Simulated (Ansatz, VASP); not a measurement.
Tl in VASP and in Ansatz

```xyz
4
Lattice="3.6124 0.0000 0.0000 -1.8062 3.1285 0.0000 0.0000 0.0000 23.3479" Properties=species:S:1:pos:R:3 pbc="T T T"
Tl    0.0000    2.0856    7.5000
Tl    1.8062    1.0428   10.2826
Tl    0.0000    2.0856   13.0653
Tl    1.8062    1.0428   15.8479
```

Alike in both runs: task single point; functional PBE; k mesh 12 × 12 × 1; occupations gaussian, width 0.1 eV; no spin polarisation.

|  | VASP | Ansatz |
| --- | --- | --- |
| version | VASP 6.6.1 | Ansatz 0.2.0 |
| potentials or method | VASP PAW PBE potentials, release 64 (Tl_d), cutoff 520 eV | scalar-relativistic, plane waves, PAW |
| valence electrons in the cell | 52 | 52 |

|  | VASP | Ansatz | Ansatz less VASP |
| --- | --- | --- | --- |
| gap on the k mesh at the Fermi level (eV) | none | none | - |
| rms of the force components (eV/Å) | 0.072 | 0.072 | +0.0004 |

Atom by atom the forces differ by 0.001 eV/Å (rms over components). A gap of «none» marks a metal or a gap that the smearing closes. Ansatz's warnings: xc potential rough in thin density.

Neither program's run includes spin-orbit coupling.
